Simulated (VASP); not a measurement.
A run of VASP 6.6.1:

Contents of INCAR:

```
ALGO = Normal
EDIFF = 1E-6
ENCUT = 600
GGA = PE
GGA_COMPAT = False
ISIF = 2
ISMEAR = 0
LASPH = True
LCHARG = False
LREAL = False
LWAVE = False
NBANDS = 20
NELM = 120
PREC = Accurate
SIGMA = 0.2
```

The input KPOINTS:

```
k-points
0
Gamma
  5 5 3
```

POSCAR

```
B6C
1.0
    3.3164813486      0.0000000000      0.0000000000
    0.0000000000      3.3164813486      0.0000000000
    0.0000000000      0.0000000000      5.2050798418
B C
6 1
Direct
    0.0000000000      0.0000000000      0.7178300756
    0.0000000000      0.0000000000      0.2821699244
    0.0000000000      0.5000000000      0.5000000000
    0.5000000000      0.0000000000      0.5000000000
    0.5000000000      0.5000000000      0.5000000000
    0.5000000000      0.5000000000      0.0000000000
    0.0000000000      0.0000000000      0.0000000000
```

Potentials or basis: VASP PAW PBE potentials, release 64 (B, C).

Launch:

```bash
$ cat potpaw_PBE.64/B/POTCAR potpaw_PBE.64/C/POTCAR > POTCAR
$ mpirun -np 1 vasp_std > vasp.out
```

Hardware: 1 thread of AMD EPYC 7R13, on a shared host.

**Question.** How long does it take, and how much memory?

**Answer.** Run time: 29 s on 1 thread of AMD EPYC 7R13, with other jobs on the host, peak memory 0.14 GiB. Counts: scf iterations 13, k points 12.
